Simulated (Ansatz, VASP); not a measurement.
## One calculation of Li4SiN, two programs

INCAR

```
SYSTEM = Li4SiN
PREC = Accurate
ENCUT = 520
EDIFF = 1E-6
ISMEAR = 0
SIGMA = 0.1
LREAL = .False.
LASPH = .True.
NELM = 150
ALGO = Normal
ISIF = 2
LWAVE = .False.
LCHARG = .False.
ISPIN = 2
MAGMOM = 0 0 0 0 0 1
LORBIT = 11
GGA = PE
NBANDS = 24
```

The input KPOINTS:

```
Automatic mesh
0
Gamma
  6 6 4
  0 0 0
```

Contents of POSCAR:

```
Li4SiN
1.0
    4.4548031412      0.0000000000      0.0000000000
   -2.2274015706      3.8579726891      0.0000000000
    0.0000000000      0.0000000000      4.8771916545
Li Si N
4 1 1
Direct
    0.1722502558      0.8277497442      0.0000000000
    0.1722502558      0.3445005116      0.0000000000
    0.6554994884      0.8277497442      0.0000000000
    0.0000000000      0.0000000000      0.5000000000
    0.3333333333      0.6666666667      0.5000000000
    0.6666666667      0.3333333333      0.0000000000
```

Input for Ansatz:

```yaml
crystal:
  lattice:
    - [4.4548031412, 0.0, 0.0]
    - [-2.2274015706, 3.8579726891, 0.0]
    - [0.0, 0.0, 4.8771916545]
  atoms:
    - { symbol: Li, position: [0.1722502558, 0.8277497442, 0.0] }
    - { symbol: Li, position: [0.1722502558, 0.3445005116, 0.0] }
    - { symbol: Li, position: [0.6554994884, 0.8277497442, 0.0] }
    - { symbol: Li, position: [0.0, 0.0, 0.5] }
    - { symbol: Si, position: [0.3333333333, 0.6666666667, 0.5] }
    - { symbol: "N", position: [0.6666666667, 0.3333333333, 0.0], spin: 1.0 }
basis:
  ecutwfc: 420
kpoints:
  mp_grid: { grid: [6, 6, 4] }
hamiltonian:
  xc: pbe
scf:
  occupations: { method: gaussian, width: 0.1 }
  lower_state_search: "off"
output:
  forces: true
  stress: true
  eigenvalues: true
  populations: true
magnetization:
  spin_polarized: true
```

Alike in both runs: task single point; functional PBE; k mesh 6 × 6 × 4; occupations gaussian, width 0.1 eV; collinear spin.

```csv
,VASP,Ansatz
version,VASP 6.6.1,Ansatz 0.2.0
potentials or method,"VASP PAW PBE potentials, release 64 (Li_sv, Si, N), cutoff 520 eV","scalar-relativistic, plane waves, PAW"
valence electrons in the cell,21,21
```

Ansatz gave:

- gap on the k mesh at the Fermi level (eV): none
- rms of the force components (eV/Å): 0.011
- net moment per atom (μB): 0.00

Question: What did VASP give for the same quantities?

Answer: gap on the k mesh at the Fermi level (eV): none; rms of the force components (eV/Å): 0.012; net moment per atom (μB): 0.00.

Atom by atom the forces differ by 0.002 eV/Å (rms over components). A gap of «none» marks a metal or a gap that the smearing closes. With one functional, cell and mesh, what is left measures potentials, basis and numerics. Ansatz's warnings: seeded moment not kept.

Noted on VASP's run: the cutoff is under 1.25 times that of the potentials, so the pressure is a little rough.
